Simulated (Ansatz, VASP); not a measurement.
Cs in VASP and in Ansatz

```
Cs
1.0
    -3.12847    3.12847    3.12847
     3.12847   -3.12847    3.12847
     3.12847    3.12847   -3.12847
Cs
1
Cartesian
  0.0000 0.0000 0.0000
```

Alike in both runs: functional HSE06; k mesh 4 × 4 × 4; occupations fermi-dirac, width 0.05 eV; no spin polarisation.

|  | VASP | Ansatz |
| --- | --- | --- |
| version | VASP 6.6.1 | Ansatz 0.2.0 |
| potentials or method | VASP PAW PBE potentials, release 64 (Cs_sv) | Ansatz PAW |
| plane-wave cutoff (eV) | 520 | 420 |
| valence electrons in the cell | 9 | 9 |
| task | single point | projected density of states |

|  | VASP | Ansatz | Ansatz less VASP |
| --- | --- | --- | --- |
| gap on the k mesh at the Fermi level (eV) | none | none | - |
| pressure (GPa) | 0.0 | 0.0 | +0.02 |

A gap of «none» marks a metal or a gap that the smearing closes. The functional is the same, so the differences come from potentials, cutoffs and numerics.

Neither program's run includes spin-orbit coupling.
